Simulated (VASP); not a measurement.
Here is a VASP 6.6.1 calculation.

INCAR

```
PREC = Accurate
ENCUT = 500
EDIFF = 1E-7
ISMEAR = 0
SIGMA = 0.05
LREAL = False
LASPH = True
NELM = 120
ALGO = Normal
ISIF = 3
LWAVE = False
LCHARG = False
GGA = PS
IBRION = 2
NSW = 80
EDIFFG = -0.03
GGA_COMPAT = False
NELMIN = 4
```

KPOINTS

```
Automatic mesh
0
Gamma
  7 7 7
```

POSCAR

```
Pt3Rh
1.0
    3.9098689900      0.0000000000      0.0000000000
    0.0000000000      3.9098689900      0.0000000000
    0.0000000000      0.0000000000      3.9098689900
Rh Pt
1 3
Direct
    0.5000000000      0.5000000000      0.5000000000
    0.5000000000      0.0000000000      0.0000000000
    0.0000000000      0.5000000000      0.0000000000
    0.0000000000      0.0000000000      0.5000000000
```

Potentials or basis: VASP PAW PBE potentials, release 64 (Rh_pv, Pt).

Run with:

```console
$ cat potpaw_PBE.64/Rh_pv/POTCAR potpaw_PBE.64/Pt/POTCAR > POTCAR
$ mpirun -np 1 vasp_std > vasp.out
```

**Question.** What does it give for the space group after relaxing (to 0.05 Å)?

**Answer.** Pm-3m (No. 221).

**Question.** What does it give for the relaxed cell?

**Answer.** a = 3.882 Å, b = 3.882 Å, c = 3.882 Å, α = 90.00°, β = 90.00°, γ = 90.00°.

**Question.** Predict the relaxed volume.

**Answer.** 14.62 Å³/atom.

The path:
| step | energy change (eV) | largest force (eV/Å) | pressure (GPa) | volume (Å³) |
| --- | --- | --- | --- | --- |
| 1 | 0.0000 | 0.0000 | -6.10 | 59.77 |
| 2 | 0.1891 | 0.0000 | 21.10 | 54.98 |
| 3 | -0.0255 | 0.0000 | -0.15 | 58.49 |

Caveat: the PAW data sets were made with another functional, which shifts forces and pressure a little.
